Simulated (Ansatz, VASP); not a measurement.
## Two plane-wave programs on HfC

```
CELL_PARAMETERS angstrom
0.00000 2.29696 2.29696
2.29696 0.00000 2.29696
2.29696 2.29696 0.00000
ATOMIC_POSITIONS crystal
Hf 0.50000 0.50000 0.50000
C 0.00000 0.00000 0.00000
```

Alike in both runs: task single point; functional r2SCAN; k mesh 16 × 16 × 16; occupations gaussian, width 0.1 eV; no spin polarisation.

```csv
,VASP,Ansatz
version,VASP 6.6.1,Ansatz 0.2.0
potentials or method,"VASP PAW PBE potentials, release 64 (Hf_pv, C), cutoff 520 eV","scalar-relativistic, plane waves, PAW"
valence electrons in the cell,14,30
```

|  | VASP | Ansatz | Ansatz less VASP |
| --- | --- | --- | --- |
| gap on the k mesh at the Fermi level (eV) | none | none | - |
| pressure (GPa) | 7.0 | 7.9 | +0.94 |

VASP's potentials were made for PBE, not for r2SCAN. A gap of «none» marks a metal or a gap that the smearing closes. VASP's potentials hold 14 valence electrons a cell and Ansatz's 30, so a difference there can come from the potentials and not from the codes.

Neither program's run includes spin-orbit coupling.
